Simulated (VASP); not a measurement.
# BiTe (P-1) in VASP: a series of runs

Runs on BiTe. Level: PBE. Tasks: single point.

Everything below comes from runs of VASP 6.6.1. Logs are shortened: lines on timing, memory, paths and dates and some standing lists are left out, and cuts for length are marked.

**1. The cell of the first run**

The typed cell holds 2 atoms: a = 4.367 Å, b = 4.312 Å, c = 4.339 Å, α = 68.12°, β = 67.63°, γ = 67.88°.

**2. Single point, PBE (strain +0.0150 x Voigt [0, 0, 0, 0, 1, 0])**

File INCAR:

```
PREC = Accurate ; ENCUT = 520
EDIFF = 1E-7 ; ISMEAR = 0
SIGMA = 0.15 ; LREAL = F
LASPH = T ; NELM = 100
ALGO = Normal ; ISIF = 2
LWAVE = F ; LCHARG = F
GGA = PE ; NBANDS = 18
```

File KPOINTS:

```
regular mesh
0
Gamma
  12 12 12
```

File POSCAR:

```
BiTe
1.0
    2.4475874625      1.3987509848      3.3354622628
   -2.3978280831      1.3987509848      3.2991216462
    0.0248796897     -2.7975019696      3.3172919545
Bi Te
1 1
Direct
    0.5000000000      0.5000000000      0.5000000000
    0.0000000000      0.0000000000      0.0000000000
```

Potentials or basis: VASP PAW PBE potentials, release 64 (Bi_d, Te).

Command:

```bash
$ cat potpaw_PBE.64/Bi_d/POTCAR potpaw_PBE.64/Te/POTCAR > POTCAR
$ mpirun -np 1 vasp_std > vasp.out
```

OUTCAR:

```text
PREC = Accurate
   ENCUT = 520
   EDIFF = 1E-7
   ISMEAR = 0
   LREAL = F
   LASPH = T
   NELM = 100
   ISIF = 2
   GGA = PE

 ion  position               nearest neighbor table
   1  0.500  0.500  0.500-   2 3.23   2 3.23   2 3.25   2 3.25   2 3.27   2 3.27
   2  0.000  0.000  0.000-   1 3.23   1 3.23   1 3.25   1 3.25   1 3.27   1 3.27

  LATTYP: Found a triclinic cell.
 ALAT       =     4.3394771782
 B/A-ratio  =     1.1165975568
 C/A-ratio  =     1.0063901357
 COS(alpha) =     0.0057124961
 COS(beta)  =     0.3805835204
 COS(gamma) =     0.5640242252

  Lattice vectors:

 A1 = (   0.0248796897,  -2.7975019696,   3.3172919545)
 A2 = (   2.4227077728,  -4.1962529544,   0.0181703083)
 A3 = (   2.4475874625,   1.3987509848,   3.3354622628)

Analysis of symmetry for initial positions (statically):
=====================================================================
 Subroutine PRICEL returns:
 Original cell was already a primitive cell.

 Routine SETGRP: Setting up the symmetry group for a
 triclinic supercell.

 Subroutine GETGRP returns: Found  2 space group operations
 (whereof  2 operations were pure point group operations)
 out of a pool of  2 trial point group operations.

The static configuration has the point symmetry S_2 .

Analysis of symmetry for dynamics (positions and initial velocities):
=====================================================================
 Subroutine PRICEL returns:
 Original cell was already a primitive cell.

 Routine SETGRP: Setting up the symmetry group for a
 triclinic supercell.

 Subroutine GETGRP returns: Found  2 space group operations
 (whereof  2 operations were pure point group operations)
 out of a pool of  2 trial point group operations.

The dynamic configuration has the point symmetry S_2 .

 Subroutine INISYM returns: Found  2 space group operations
 (whereof  2 operations are pure point group operations),
 and found     1 'primitive' translations

----------------------------------------------------------------------------------------

                                     Primitive cell

  volume of cell :      67.4453

  direct lattice vectors                    reciprocal lattice vectors
[... 79 lines left out ...]
   ISTART =      0    job   : 0-new  1-cont  2-samecut
   ICHARG =      2    charge: 1-file 2-atom 10-const
   ISPIN  =      1    spin polarized calculation?
   LNONCOLLINEAR =      F non collinear calculations
   LSORBIT =      F    spin-orbit coupling
   LASPH  =      T    aspherical Exc in radial PAW
   ENCUT  =  520.0 eV  38.22 Ry    6.18 a.u.   8.12  8.02  8.07*2*pi/ulx,y,z
   NELM   =    100;   NELMIN=  2; NELMDL= -5     # of ELM steps
   EDIFF  = 0.1E-06   stopping-criterion for ELM
   LREAL  =      F    real-space projection
   EDIFFG = 0.1E-05   stopping-criterion for IOM
   NSW    =      0    number of steps for IOM
   IBRION =     -1    ionic relax: 0-MD 1-quasi-New 2-CG
   NFREE  =      0    steps in history (QN), initial steepest desc. (CG)
   ISIF   =      2    stress and relaxation
   ISYM   =      2    0-nonsym 1-usesym 2-fastsym
   POTIM  = 0.5000    time-step for ionic-motion
   TEBEG  =    0.0;   TEEND  =   0.0 temperature during run
   PSTRESS=    0.0 pullay stress
   NELECT =      21.0000    total number of electrons
   NUPDOWN=      -1.0000    fix difference up-down
   EMIN   =  10.00;   EMAX   =-10.00  energy-range for DOS
   EFERMI =   0.00;   METHOD = LEGACY
   ISMEAR =     0;   SIGMA  =   0.15  broadening in eV -4-tet -1-fermi 0-gaus
   EFERMI_NEDOS =   21; number of points for ismear=-14 and -15
   IALGO  =     38    algorithm
   IMIX   =      4    mixing-type and parameters
     AMIX     =   0.40;   BMIX     =  1.00
     AMIX_MAG =   1.60;   BMIX_MAG =  1.00
  volume/ion in A,a.u.               =      33.72       227.57
  Fermi-wavevector in a.u.,A,eV,Ry     =   1.109594  2.096828 16.751465  1.231198
  Thomas-Fermi vector in A             =   2.246135
   LORBIT       =      0    0 simple, 1 ext, 2 COOP (PROOUT), +10 PAW based schemes
   GGA     = PE    functional components
   LHFCALC =     F    Hartree Fock is set to
   AEXX    =    0.0000 exact exchange contribution
   IVDW    =     0    specifies the selected vdW correction
   LEPSILON=     F    determine dielectric tensor
   LRPA    =     F    only Hartree local field effects (RPA)
 non-spin polarized calculation
 Gauss-broadening in eV      SIGMA  =   0.15
  energy-cutoff  :      520.00
  volume of cell :       67.45
 maximum number of plane-waves:      1835
   NGX = 17   NGY = 17   NGZ = 17

 number of electron      20.9999997 magnetization

 Free energy of the ion-electron system (eV)
  ---------------------------------------------------
  ext. energy  EPLUGINS =         0.00000000
  ---------------------------------------------------
  free energy    TOTEN  =        -7.18755923 eV

  energy without entropy =       -7.17288580  energy(sigma->0) =       -7.18022252

 E-fermi :   6.6759     XC(G=0):  -9.4771

 val. band max:        6.6756866267   @ k =   0.0833  -0.0833   0.3333
 cond. band min:       6.6762095462   @ k =   0.3333   0.5000   0.1667
 fundamental gap:      0.0005229194
 Fermi energy:         6.6758850000

 k-point     1 :       0.0000    0.0000    0.0000
  band No.  band energies     occupation
      1     -16.5558      2.00000
      2     -16.5553      2.00000
      3     -16.5454      2.00000
      4     -16.5428      2.00000
      5     -16.5303      2.00000
      6      -6.8113      2.00000
[... 481 lines left out ...]
      5     -16.5277      2.00000
      6      -5.9529      2.00000
[... 10 lines left out ...]
     17      14.8729      0.00000
     18      15.4173      0.00000

 [... further k-points ...]

------------------------ aborting loop because EDIFF is reached ----------------------------------------

  FORCE on cell =-STRESS in cart. coord.  units (eV):
  Direction    XX          YY          ZZ          XY          YZ          ZX
  --------------------------------------------------------------------------------------
  -------------------------------------------------------------------------------------
  Total       -0.0326500     -0.0351996     -0.0217033      0.1292292     -0.0001313     -0.1676315
  in kB       -0.7756078     -0.8361730     -0.5155673      3.0698661     -0.0031187     -3.9821200
  external PRESSURE =      -0.7091160 kB  Pullay stress =       0.0000000 kB

 VOLUME and BASIS-vectors are now :
 -----------------------------------------------------------------------------
  energy-cutoff  :      520.00
  volume of cell :       67.45
      direct lattice vectors                 reciprocal lattice vectors
     2.447587463  1.398750985  3.335462263     0.205638588  0.119153923  0.098941279
    -2.397828083  1.398750985  3.299121646    -0.207145927  0.119153923  0.102037163
     0.024879690 -2.797501970  3.317291954    -0.000753669 -0.238307845  0.100489221

 POSITION                                       TOTAL-FORCE (eV/Angst)
 -----------------------------------------------------------------------------------
      0.03732      0.00000      4.97594        -0.000000      0.000000     -0.000000
      0.00000      0.00000      0.00000         0.000000      0.000000      0.000000
 -----------------------------------------------------------------------------------
    total drift:                               -0.000000      0.000000     -0.000000

  FREE ENERGIE OF THE ION-ELECTRON SYSTEM (eV)
  ---------------------------------------------------
  free  energy   TOTEN  =        -7.1875592284 eV

  energy  without entropy=       -7.1728858041  energy(sigma->0) =       -7.18022252
```

OSZICAR:

```text
N       E                     dE             d eps       ncg     rms          rms(c)
DAV:   1     0.157349197514E+03    0.15735E+03   -0.99418E+03 31306   0.112E+03
DAV:   2     0.482575359851E+01   -0.15252E+03   -0.14858E+03 33314   0.304E+02
DAV:   3    -0.689058235090E+01   -0.11716E+02   -0.11610E+02 38432   0.881E+01
DAV:   4    -0.721561554890E+01   -0.32503E+00   -0.32465E+00 39862   0.157E+01
DAV:   5    -0.722737913382E+01   -0.11764E-01   -0.11763E-01 42286   0.276E+00    0.582E+00
DAV:   6    -0.718366714827E+01    0.43712E-01   -0.14484E-01 45010   0.224E+00    0.361E+00
DAV:   7    -0.718745177827E+01   -0.37846E-02   -0.34129E-02 36964   0.914E-01    0.738E-01
DAV:   8    -0.718742486206E+01    0.26916E-04   -0.48959E-03 38040   0.470E-01    0.145E-01
DAV:   9    -0.718755913967E+01   -0.13428E-03   -0.50492E-04 36754   0.139E-01    0.537E-02
DAV:  10    -0.718755967313E+01   -0.53346E-06   -0.25229E-05 41538   0.298E-02    0.312E-02
DAV:  11    -0.718755968502E+01   -0.11897E-07   -0.17537E-05 37222   0.316E-02    0.513E-03
DAV:  12    -0.718755931516E+01    0.36987E-06   -0.34813E-06 39066   0.150E-02    0.285E-03
DAV:  13    -0.718755922840E+01    0.86754E-07   -0.26723E-07 34700   0.364E-03
   1 F= -.71875592E+01 E0= -.71802225E+01  d E =-.146734E-01
```

It took 8.8 min on 1 thread of Intel Xeon Platinum 8488C (Sapphire Rapids), shared host; peak memory 1 GiB.

What came out:

* Free energy: -7.1876 eV
* Pressure: -0.1 GPa
* Band gap on the k mesh: zero (an odd number of electrons rules out a gap without spin polarisation)

Caveat: the cell differs from its parent crystal (strain +0.0150 x Voigt [0, 0, 0, 0, 1, 0]); spin-orbit coupling is left out, which moves the levels of the heavy elements.

(Part 1 of 2 ends here.)
